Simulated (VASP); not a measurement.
# LiFeN (P-6m2) in VASP: further runs, part 3 of 3

VASP 6.6.1.

**6. Single point, PBE, collinear spin, ferromagnetic start**

The input, POSCAR:

```
LiFeN
1.0
    3.1006003459      0.0000000000      0.0000000000
   -1.5503001729      2.6851986665      0.0000000000
    0.0000000000      0.0000000000      4.1453390000
Fe N Li
1 1 1
Direct
    0.3333333333      0.6666666667      0.5000000000
    0.0000000000      0.0000000000      0.5000000000
    0.0000000000      0.0000000000      0.0000000000
```

The input, INCAR.step1:

```
PREC = Accurate ; ENCUT = 520
EDIFF = 1E-6 ; ISMEAR = -1
SIGMA = 0.05 ; LREAL = F
LASPH = T ; NELM = 150
ALGO = Normal ; ISIF = 2
LWAVE = F ; LCHARG = T
ISPIN = 2 ; MAGMOM = 3 0 0
LMAXMIX = 4 ; GGA = PE
NBANDS = 19
```

The input, KPOINTS.step1:

```
regular mesh
0
Gamma
  10 10 7
```

The input, INCAR.step2:

```
PREC = Accurate ; ENCUT = 520
EDIFF = 1E-6 ; ISMEAR = -5
SIGMA = 0.05 ; LREAL = F
LASPH = T ; NELM = 150
ALGO = Normal ; ISIF = 2
LWAVE = F ; LCHARG = F
ISPIN = 2 ; MAGMOM = 3 0 0
LORBIT = 10 ; LMAXMIX = 4
GGA = PE ; NEDOS = 1001
ICHARG = 11
```

The input, KPOINTS.step2:

```
regular mesh
0
Gamma
  15 15 11
```

Potentials or basis: VASP PAW PBE potentials, release 64 (Fe, N, Li_sv).

Launch:

```console
$ cat potpaw_PBE.64/Fe/POTCAR potpaw_PBE.64/N/POTCAR potpaw_PBE.64/Li_sv/POTCAR > POTCAR
$ cp INCAR.step1 INCAR
$ cp KPOINTS.step1 KPOINTS
$ mpirun -np 1 vasp_std > vasp.out
$ cp INCAR.step2 INCAR
$ cp KPOINTS.step2 KPOINTS
$ mpirun -np 1 vasp_std > vasp.out
```

OUTCAR:

```text
PREC = Accurate
   ENCUT = 520
   EDIFF = 1E-6
   ISMEAR = -5
   LREAL = F
   LASPH = T
   NELM = 150
   ISIF = 2
   ISPIN = 2
   LORBIT = 10
   GGA = PE
   ICHARG = 11

 ion  position               nearest neighbor table
   1  0.333  0.667  0.500-   2 1.79   2 1.79   2 1.79   3 2.74   3 2.74   3 2.74   3 2.74   3 2.74
                             3 2.74
   2  0.000  0.000  0.500-   1 1.79   1 1.79   1 1.79   3 2.07   3 2.07
   3  0.000  0.000  0.000-   2 2.07   2 2.07   1 2.74   1 2.74   1 2.74   1 2.74   1 2.74   1 2.74

  LATTYP: Found a hexagonal cell.
 ALAT       =     3.1006003459
 C/A-ratio  =     1.3369472159

  Lattice vectors:
[... 1040 lines left out ...]
  energy-cutoff  :      520.00
  volume of cell :       34.51
      direct lattice vectors                 reciprocal lattice vectors
     3.100600346  0.000000000  0.000000000     0.322518186  0.186205962  0.000000000
    -1.550300173  2.685198666  0.000000000     0.000000000  0.372411923  0.000000000
     0.000000000  0.000000000  4.145339000     0.000000000  0.000000000  0.241234794

 POSITION                                       TOTAL-FORCE (eV/Angst)
 -----------------------------------------------------------------------------------
     -0.00000      1.79013      2.07267        -0.000000      0.000000      0.000000
      0.00000      0.00000      2.07267         0.000000     -0.000000      0.000000
      0.00000      0.00000      0.00000         0.000000      0.000000      0.000000
 -----------------------------------------------------------------------------------
    total drift:                                0.001092     -0.000630     -0.000000

  FREE ENERGIE OF THE ION-ELECTRON SYSTEM (eV)
  ---------------------------------------------------
  free  energy   TOTEN  =       -18.9348643628 eV

  energy  without entropy=      -18.9348643628  energy(sigma->0) =      -18.93486436

 total charge

# of ion       s       p       d       tot
------------------------------------------
    1        0.537   0.625   6.513   7.675
    2        1.270   2.446   0.000   3.716
    3        2.027   0.066   0.000   2.093
--------------------------------------------------
tot          3.835   3.137   6.513  13.484

 magnetization (x)

# of ion       s       p       d       tot
------------------------------------------
    1        0.001   0.001   0.046   0.048
    2        0.000  -0.002   0.000  -0.002
    3       -0.000  -0.000   0.000  -0.000
--------------------------------------------------
tot          0.001  -0.001   0.046   0.046
```

OUTCAR.step1:

```text
PREC = Accurate
   ENCUT = 520
   EDIFF = 1E-6
   ISMEAR = -1
   LREAL = F
   LASPH = T
[... 1303 lines left out ...]
     -0.00000      1.79013      2.07267         0.000000     -0.000000      0.000000
      0.00000      0.00000      2.07267        -0.000000      0.000000      0.000000
      0.00000      0.00000      0.00000        -0.000000     -0.000000      0.000000
 -----------------------------------------------------------------------------------
    total drift:                               -0.000001      0.000000     -0.000000

  FREE ENERGIE OF THE ION-ELECTRON SYSTEM (eV)
  ---------------------------------------------------
  free  energy   TOTEN  =       -18.9440859434 eV

  energy  without entropy=      -18.9267336710  energy(sigma->0) =      -18.93540981
```

OSZICAR.step1:

```text
N       E                     dE             d eps       ncg     rms          rms(c)
DAV:   1     0.874672321536E+02    0.87467E+02   -0.62965E+03  4256   0.874E+02
DAV:   2    -0.155669740232E+02   -0.10303E+03   -0.87821E+02  4477   0.209E+02
DAV:   3    -0.237462044186E+02   -0.81792E+01   -0.79038E+01  5310   0.652E+01
[... 16 lines left out ...]
DAV:  20    -0.189440075825E+02   -0.55022E-04   -0.22566E-05  6380   0.829E-02    0.508E-02
DAV:  21    -0.189440668340E+02   -0.59251E-04   -0.67921E-05  6399   0.129E-01    0.191E-02
DAV:  22    -0.189440801206E+02   -0.13287E-04   -0.22546E-05  6433   0.924E-02    0.810E-03
DAV:  23    -0.189440849474E+02   -0.48268E-05   -0.10535E-05  6476   0.629E-02    0.760E-03
DAV:  24    -0.189440859434E+02   -0.99597E-06   -0.10476E-06  4047   0.197E-02
   1 F= -.18944086E+02 E0= -.18935410E+02  d E =-.173523E-01  mag=     0.0448
```

Run time: 2.5 min. Hardware: 1 thread of Oxide Virtual Turin-like, shared host; peak memory 0.22 GiB.

Results:

| Property | Result |
| --- | --- |
| Net moment | 0.04 μB per cell |
| Site moments | Fe +0.05; N -0.00; Li -0.00 μB |
| Valence electrons inside the program's atomic spheres | Fe 7.67; N 3.72; Li 2.09 |

Caveat: the moments typed at the start vanished in this run.

**7. The runs side by side**

| U | gap on the mesh (eV) | moment (μB) |
| --- | --- | --- |
| Fe d U = 2.0 eV | none | 2.86 |
| Fe d U = 4.0 eV | none | 3.40 |
| Fe d U = 5.0 eV | none | 3.47 |
| Fe d U = 6.0 eV | none | 3.62 |

Alike in all rows: task single point; level PBE+U; potentials or basis VASP PAW PBE potentials, release 64 (Fe, N, Li_sv); spin collinear, ferromagnetic start; cell as given; k mesh 10 × 10 × 7; cutoff (eV) 520; smearing fermi-dirac 0.05 eV.

Caveats: a cell with one magnetic atom can't hold antiferromagnetic order, which such compounds often take.

Absolute energies hang on the potentials; compare differences alone.
